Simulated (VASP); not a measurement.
Wanted: the native input for a VASP 6.6.1 run.

```yaml
Task: single point
Functional: r2SCAN50
Potentials_or_basis: VASP PAW PBE potentials, release 64 (Al, N)
Cutoff: 520 eV
k_mesh: 5 × 5 × 5
Occupations: fermi-dirac, width 0.05 eV
Spin: no spin polarisation
Dipole_correction: no
Grid_for_exact_exchange_PRECFOCK: Normal
Further_INCAR_settings: ALGO = Normal; EDIFF = 1e-07; NBANDS = 11
Share_of_exact_exchange: 0.5
```

AlN:

```
CELL_PARAMETERS angstrom
0.00000 2.18399 2.18399
2.18399 0.00000 2.18399
2.18399 2.18399 0.00000
ATOMIC_POSITIONS crystal
Al 0.00000 0.00000 0.00000
N 0.25000 0.25000 0.25000
```

These files were run (other wordings do the same):

POSCAR

```
AlN
1.0
    0.0000000000      2.1839935596      2.1839935596
    2.1839935596      0.0000000000      2.1839935596
    2.1839935596      2.1839935596      0.0000000000
Al N
1 1
Direct
    0.0000000000      0.0000000000      0.0000000000
    0.2500000000      0.2500000000      0.2500000000
```

INCAR.step1

```
SYSTEM = AlN
PREC = Accurate
ENCUT = 520
EDIFF = 1E-5
ISMEAR = -1
SIGMA = 0.05
LREAL = .FALSE.
LASPH = .TRUE.
NELM = 80
ALGO = Normal
ISIF = 2
LWAVE = .TRUE.
LCHARG = .FALSE.
GGA = PE
NBANDS = 11
```

INCAR.step2

```
SYSTEM = AlN
PREC = Accurate
ENCUT = 520
EDIFF = 1E-7
ISMEAR = -1
SIGMA = 0.05
LREAL = .FALSE.
LASPH = .TRUE.
NELM = 80
ALGO = Normal
ISIF = 2
LWAVE = .FALSE.
LCHARG = .FALSE.
METAGGA = R2SCAN
LHFCALC = .TRUE.
AEXX = 0.5
LMIXTAU = .TRUE.
PRECFOCK = Normal
ISTART = 1
NBANDS = 11
```

KPOINTS

```
Automatic mesh
0
G
  5 5 5
  0 0 0
```

Potentials or basis: VASP PAW PBE potentials, release 64 (Al, N).

Run with:

```sh
$ cat potpaw_PBE.64/Al/POTCAR potpaw_PBE.64/N/POTCAR > POTCAR
$ cp INCAR.step1 INCAR
$ mpirun -np 1 vasp_std > vasp.out
$ cp INCAR.step2 INCAR
$ mpirun -np 1 vasp_std > vasp.out
```

Results of the run:

```
Pressure               : -6.4 GPa
Band gap on the k mesh : 8.22 eV (least direct gap 8.66 eV)
```

Caveat: the k points lie up to 0.50 Å⁻¹ apart; the PAW data sets were made with another functional, which shifts forces and pressure a little; an odd mesh through Γ misses points on the zone boundary, where band edges can lie.

Wall time 6.1 min on 1 thread of AMD EPYC 7R43 64-Core Processor (Zen 3), with other jobs on the host, peak memory 0.11 GiB.
